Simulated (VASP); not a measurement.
# IrRh2 (P-6m2) in VASP: notebook

Runs on IrRh2. Level: PBE. Tasks: single point.

Program: VASP 6.6.1. These are calculated values, not measurements. Logs are shortened: lines on timing, memory, paths and dates and some standing lists are left out, and cuts for length are marked.

## (1) The cell of the first run

It takes space group P-6m2 (No. 187, hexagonal). The conventional cell has a = 2.731 Å, b = 2.731 Å, c = 13.226 Å, α = 90.00°, β = 90.00°, γ = 120.00°. Ir (site symmetry 3m) has 6 Rh at 2.70 to 2.72 Å and 6 Ir at 2.73 Å within 3.6 Å. Within 3.6 Å of Rh (site symmetry -6m2) lie 12 Rh at 2.71 to 2.73 Å. Within 3.6 Å of Rh (site symmetry 3m) lie 3 Ir at 2.70 Å and 9 Rh at 2.71 to 2.73 Å. Within 3.6 Å of Rh (site symmetry -6m2) lie 6 Ir at 2.72 Å and 6 Rh at 2.73 Å.

## (2) Single point, PBE

Input file INCAR:

```
SYSTEM = IrRh2
PREC = Accurate ; ENCUT = 520
EDIFF = 1E-6 ; ISMEAR = 0
SIGMA = 0.1 ; LREAL = .FALSE.
LASPH = .TRUE. ; NELM = 100
ALGO = Fast ; ISIF = 2
LWAVE = .FALSE. ; LCHARG = .TRUE.
GGA = PE ; LELF = .TRUE.
LVHAR = .TRUE. ; NBANDS = 48
```

Input file KPOINTS:

```
Automatic mesh
0
G
  18 18 4
  0 0 0
```

Input file POSCAR:

```
IrRh2
1.0
    2.7314326671      0.0000000000      0.0000000000
   -1.3657163336      2.3654900785      0.0000000000
    0.0000000000      0.0000000000     13.2257065049
Ir Rh
2 4
Direct
    0.6666666667      0.3333333333      0.3327052934
    0.6666666667      0.3333333333      0.6672947066
    0.6666666667      0.3333333333      0.0000000000
    0.3333333333      0.6666666667      0.8331826109
    0.3333333333      0.6666666667      0.1668173891
    0.3333333333      0.6666666667      0.5000000000
```

Potentials or basis: VASP PAW PBE potentials, release 64 (Ir, Rh_pv).

Command:

```console
$ cat potpaw_PBE.64/Ir/POTCAR potpaw_PBE.64/Rh_pv/POTCAR > POTCAR
$ mpirun -np 1 vasp_std > vasp.out
```

OUTCAR:

```text
SYSTEM = IrRh2
   PREC = Accurate
   ENCUT = 520
   EDIFF = 1E-6
   ISMEAR = 0
   LREAL = .FALSE.
   LASPH = .TRUE.
   NELM = 100
   ISIF = 2
   GGA = PE

 ion  position               nearest neighbor table
   1  0.667  0.333  0.333-   5 2.70   5 2.70   5 2.70   6 2.72   6 2.72   6 2.72
   2  0.667  0.333  0.667-   4 2.70   4 2.70   4 2.70   6 2.72   6 2.72   6 2.72
   3  0.667  0.333  0.000-   4 2.71   5 2.71   4 2.71   5 2.71   4 2.71   5 2.71
   4  0.333  0.667  0.833-   2 2.70   2 2.70   2 2.70   3 2.71   3 2.71   3 2.71
   5  0.333  0.667  0.167-   1 2.70   1 2.70   1 2.70   3 2.71   3 2.71   3 2.71
   6  0.333  0.667  0.500-   1 2.72   2 2.72   1 2.72   2 2.72   1 2.72   2 2.72

  LATTYP: Found a hexagonal cell.
 ALAT       =     2.7314326671
 C/A-ratio  =     4.8420401001

  Lattice vectors:

 A1 = (   2.7314326671,   0.0000000000,   0.0000000000)
 A2 = (  -1.3657163336,   2.3654900785,   0.0000000000)
 A3 = (   0.0000000000,   0.0000000000,  13.2257065049)

Analysis of symmetry for initial positions (statically):
=====================================================================
 Subroutine PRICEL returns:
 Original cell was already a primitive cell.

 Routine SETGRP: Setting up the symmetry group for a
 hexagonal supercell.

 Subroutine GETGRP returns: Found 12 space group operations
 (whereof 12 operations were pure point group operations)
 out of a pool of 24 trial point group operations.

The static configuration has the point symmetry D_3h.

Analysis of symmetry for dynamics (positions and initial velocities):
=====================================================================
 Subroutine PRICEL returns:
 Original cell was already a primitive cell.

 Routine SETGRP: Setting up the symmetry group for a
 hexagonal supercell.

 Subroutine GETGRP returns: Found 12 space group operations
 (whereof 12 operations were pure point group operations)
 out of a pool of 24 trial point group operations.

The dynamic configuration has the point symmetry D_3h.

 Subroutine INISYM returns: Found 12 space group operations
 (whereof 12 operations are pure point group operations),
 and found     1 'primitive' translations

----------------------------------------------------------------------------------------

                                     Primitive cell

  volume of cell :      85.4536

  direct lattice vectors                    reciprocal lattice vectors
     2.731432667  0.000000000  0.000000000     0.366108238  0.211372690  0.000000000
    -1.365716334  2.365490079  0.000000000     0.000000000  0.422745379  0.000000000
     0.000000000  0.000000000 13.225706505     0.000000000  0.000000000  0.075610327

  length of vectors
     2.731432667  2.731432667 13.225706505     0.422745379  0.422745379  0.075610327

  position of ions in fractional coordinates (direct lattice)
     0.666666667  0.333333333  0.332705293
     0.666666667  0.333333333  0.667294707
     0.666666667  0.333333333  0.000000000
     0.333333333  0.666666667  0.833182611
     0.333333333  0.666666667  0.166817389
     0.333333333  0.666666667  0.500000000

  ion indices of the primitive-cell ions
   primitive index   ion index
                 1           1
                 2           2
                 3           3
                 4           4
                 5           5
                 6           6

----------------------------------------------------------------------------------------

 KPOINTS: Automatic mesh

Automatic generation of k-mesh.
 Grid dimensions read from file:
 generate k-points for:   18   18    4

 Generating k-lattice:

  Cartesian coordinates                     Fractional coordinates (reciprocal lattice)
     0.020339347  0.011742927  0.000000000     0.055555556 -0.000000000  0.000000000
     0.000000000  0.023485854  0.000000000     0.000000000  0.055555556  0.000000000
     0.000000000  0.000000000  0.018902582     0.000000000  0.000000000  0.250000000

  Length of vectors
     0.023485854  0.023485854  0.018902582

  Shift w.r.t. Gamma in fractional coordinates (k-lattice)
     0.000000000  0.000000000  0.000000000

 Subroutine IBZKPT returns following result:
 ===========================================

 Found    111 irreducible k-points:

 Following reciprocal coordinates:
            Coordinates               Weight
  0.000000  0.000000  0.000000      1.000000
  0.055556 -0.000000  0.000000      6.000000
  0.111111 -0.000000  0.000000      6.000000
  0.166667 -0.000000  0.000000      6.000000
  0.222222  0.000000  0.000000      6.000000
  0.277778 -0.000000  0.000000      6.000000
[... 16 lines left out ...]
  0.333333  0.111111  0.000000     12.000000
  0.388889  0.111111  0.000000     12.000000
 [... further k-points ...]
   k-points           NKPTS =    111   k-points in BZ     NKDIM =    111   number of bands    NBANDS=     48
   number of dos      NEDOS =    301   number of ions     NIONS =      6
   total plane-waves  NPLWV =  39200
   dimension x,y,z NGX =    20 NGY =   20 NGZ =   98
   dimension x,y,z NGXF=    40 NGYF=   40 NGZF=  196
   ions per type =               2   4
   NGX,Y,Z   is equivalent  to a cutoff of  12.17, 12.17, 12.32 a.u.
   NGXF,Y,Z  is equivalent  to a cutoff of  24.35, 24.35, 24.64 a.u.
 SYSTEM =  IrRh2
   PREC   = accura    normal or accurate (medium, high low for compatibility)
   ISTART =      0    job   : 0-new  1-cont  2-samecut
   ICHARG =      2    charge: 1-file 2-atom 10-const
   ISPIN  =      1    spin polarized calculation?
   LNONCOLLINEAR =      F non collinear calculations
   LSORBIT =      F    spin-orbit coupling
   LASPH  =      T    aspherical Exc in radial PAW
   ENCUT  =  520.0 eV  38.22 Ry    6.18 a.u.   5.08  5.08 24.59*2*pi/ulx,y,z
   NELM   =    100;   NELMIN=  2; NELMDL= -5     # of ELM steps
   EDIFF  = 0.1E-05   stopping-criterion for ELM
   LREAL  =      F    real-space projection
   EDIFFG = 0.1E-04   stopping-criterion for IOM
   NSW    =      0    number of steps for IOM
   IBRION =     -1    ionic relax: 0-MD 1-quasi-New 2-CG
   NFREE  =      0    steps in history (QN), initial steepest desc. (CG)
   ISIF   =      2    stress and relaxation
   ISYM   =      2    0-nonsym 1-usesym 2-fastsym
   POTIM  = 0.5000    time-step for ionic-motion
   TEBEG  =    0.0;   TEEND  =   0.0 temperature during run
   PSTRESS=    0.0 pullay stress
   NELECT =      78.0000    total number of electrons
   NUPDOWN=      -1.0000    fix difference up-down
   EMIN   =  10.00;   EMAX   =-10.00  energy-range for DOS
   EFERMI =   0.00;   METHOD = LEGACY
   ISMEAR =     0;   SIGMA  =   0.10  broadening in eV -4-tet -1-fermi 0-gaus
   EFERMI_NEDOS =   21; number of points for ismear=-14 and -15
   IALGO  =     68    algorithm
   IMIX   =      4    mixing-type and parameters
     AMIX     =   0.40;   BMIX     =  1.00
     AMIX_MAG =   1.60;   BMIX_MAG =  1.00
  volume/ion in A,a.u.               =      14.24        96.11
  Fermi-wavevector in a.u.,A,eV,Ry     =   1.588045  3.000970 34.312364  2.521888
  Thomas-Fermi vector in A             =   2.687109
   LORBIT       =      0    0 simple, 1 ext, 2 COOP (PROOUT), +10 PAW based schemes
   GGA     = PE    functional components
   LHFCALC =     F    Hartree Fock is set to
   AEXX    =    0.0000 exact exchange contribution
   IVDW    =     0    specifies the selected vdW correction
   LEPSILON=     F    determine dielectric tensor
   LRPA    =     F    only Hartree local field effects (RPA)
 non-spin polarized calculation
 RMM-DIIS sequential band-by-band and
 Gauss-broadening in eV      SIGMA  =   0.10
  energy-cutoff  :      520.00
  volume of cell :       85.45
 maximum number of plane-waves:      2340
   NGX = 11   NGY = 11   NGZ = 49

 number of electron      78.0000021 magnetization

 Free energy of the ion-electron system (eV)
  ---------------------------------------------------
  ext. energy  EPLUGINS =         0.00000000
  ---------------------------------------------------
  free energy    TOTEN  =       -46.58067201 eV

  energy without entropy =      -46.54034014  energy(sigma->0) =      -46.56050608

 E-fermi :  11.0254     XC(G=0): -13.8562

 val. band max:       11.0235226893   @ k =   0.3333   0.3333   0.5000
 cond. band min:      11.0260735718   @ k =   0.2222   0.1667   0.5000
 fundamental gap:      0.0025508825
 Fermi energy:        11.0254003465

 k-point     1 :       0.0000    0.0000    0.0000
  band No.  band energies     occupation
      1     -36.0080      2.00000
      2     -35.9049      2.00000
      3     -35.8504      2.00000
      4     -35.5545      2.00000
      5     -35.5545      2.00000
      6     -35.5124      2.00000
[... 40 lines left out ...]
     47      11.2299      0.00382
     48      11.3307      0.00002

 k-point     2 :       0.0556   -0.0000    0.0000
  band No.  band energies     occupation
      1     -36.0034      2.00000
      2     -35.9029      2.00000
      3     -35.8496      2.00000
      4     -35.5691      2.00000
      5     -35.5580      2.00000
      6     -35.5326      2.00000
[... 40 lines left out ...]
     47      11.3128      0.00005
     48      12.4444      0.00000

 k-point     3 :       0.1111   -0.0000    0.0000
  band No.  band energies     occupation
      1     -35.9903      2.00000
      2     -35.8972      2.00000
      3     -35.8478      2.00000
      4     -35.6113      2.00000
      5     -35.5798      2.00000
      6     -35.5683      2.00000
[... 40 lines left out ...]
     47      11.8093      0.00000
     48      13.7024      0.00000

 k-point     4 :       0.1667   -0.0000    0.0000
  band No.  band energies     occupation
      1     -35.9700      2.00000
      2     -35.8886      2.00000
      3     -35.8468      2.00000
      4     -35.6755      2.00000
      5     -35.6447      2.00000
      6     -35.6315      2.00000
[... 958 lines left out ...]
     47      14.5147      0.00000
     48      19.1463      0.00000

 k-point    23 :       0.3333    0.1111    0.0000
  band No.  band energies     occupation
      1     -35.9650      2.00000
      2     -35.9604      2.00000
      3     -35.9357      2.00000
      4     -35.8919      2.00000
      5     -35.8447      2.00000
      6     -35.8177      2.00000
[... 40 lines left out ...]
     47      15.1179      0.00000
     48      18.6931      0.00000

 k-point    24 :       0.3889    0.1111    0.0000
  band No.  band energies     occupation
      1     -35.9998      2.00000
      2     -35.9898      2.00000
      3     -35.9688      2.00000
      4     -35.9138      2.00000
      5     -35.8394      2.00000
      6     -35.8040      2.00000
[... 40 lines left out ...]
     47      15.4687      0.00000
     48      17.0466      0.00000

 [... further k-points ...]
[... 5 lines left out ...]
  --------------------------------------------------------------------------------------
  -------------------------------------------------------------------------------------
  Total        0.1030293      0.1030293      0.1023881     -0.0000000      0.0000000      0.0000000
  in kB        1.9317059      1.9317059      1.9196823     -0.0000000      0.0000000      0.0000000
  external PRESSURE =       1.9276980 kB  Pullay stress =       0.0000000 kB

 VOLUME and BASIS-vectors are now :
 -----------------------------------------------------------------------------
  energy-cutoff  :      520.00
  volume of cell :       85.45
      direct lattice vectors                 reciprocal lattice vectors
     2.731432667  0.000000000  0.000000000     0.366108238  0.211372690  0.000000000
    -1.365716334  2.365490079  0.000000000     0.000000000  0.422745379  0.000000000
     0.000000000  0.000000000 13.225706505     0.000000000  0.000000000  0.075610327

 POSITION                                       TOTAL-FORCE (eV/Angst)
 -----------------------------------------------------------------------------------
      1.36572      0.78850      4.40026         0.000000     -0.000000      0.005898
      1.36572      0.78850      8.82544         0.000000     -0.000000     -0.005898
      1.36572      0.78850      0.00000         0.000000      0.000000     -0.000000
     -0.00000      1.57699     11.01943        -0.000000     -0.000000      0.021011
     -0.00000      1.57699      2.20628        -0.000000     -0.000000     -0.021011
     -0.00000      1.57699      6.61285        -0.000000     -0.000000     -0.000000
 -----------------------------------------------------------------------------------
    total drift:                               -0.000001      0.000000     -0.000000

  FREE ENERGIE OF THE ION-ELECTRON SYSTEM (eV)
  ---------------------------------------------------
  free  energy   TOTEN  =       -46.5806720136 eV

  energy  without entropy=      -46.5403401417  energy(sigma->0) =      -46.56050608
```

Run time: 7.7 min. Hardware: 1 thread of Intel Xeon 6975P-C, shared host; peak memory 0.46 GiB.

What came out:

```yaml
Free_energy: -46.5807 eV
Pressure: 0.2 GPa
Largest_force: 0.021 eV/Å
Band_gap_on_the_k_mesh: zero (band 39 reaches 11.68 eV, above the bottom of band 40 at 9.44 eV)
```

Forces on the atoms (eV/Å):
```
Ir   0.000  0.000  0.006
Ir   0.000  0.000 -0.006
Rh   0.000  0.000  0.000
Rh   0.000  0.000  0.021
Rh   0.000  0.000 -0.021
Rh   0.000  0.000  0.000
```

Levels at points of the mesh, in eV from the Fermi level:
| k point | band 34 | band 35 | band 36 | band 37 | band 38 | band 39 | band 40 | band 41 | band 42 | band 43 |
| --- | --- | --- | --- | --- | --- | --- | --- | --- | --- | --- |
| (0.00, 0.00, 0.00) | -2.42 | -2.41 | -2.00 | -2.00 | -1.08 | -1.08 | -1.07 | -1.07 | -0.07 | -0.07 |
| (0.50, 0.00, 0.00) | 0.35 | 0.42 | 0.46 | 0.60 | 0.60 | 0.62 | 0.71 | 1.13 | 1.13 | 1.18 |
| (0.00, 0.00, 0.50) | -2.60 | -1.73 | -1.73 | -1.66 | -1.66 | -0.85 | -0.56 | -0.56 | -0.54 | -0.32 |
| (0.50, 0.00, 0.50) | -0.40 | 0.16 | 0.22 | 0.43 | 0.46 | 0.51 | 0.62 | 1.13 | 1.14 | 2.03 |

Caveat: spin-orbit coupling is left out, which moves the levels of the heavy elements.

(Continued in part 2 of 2.)
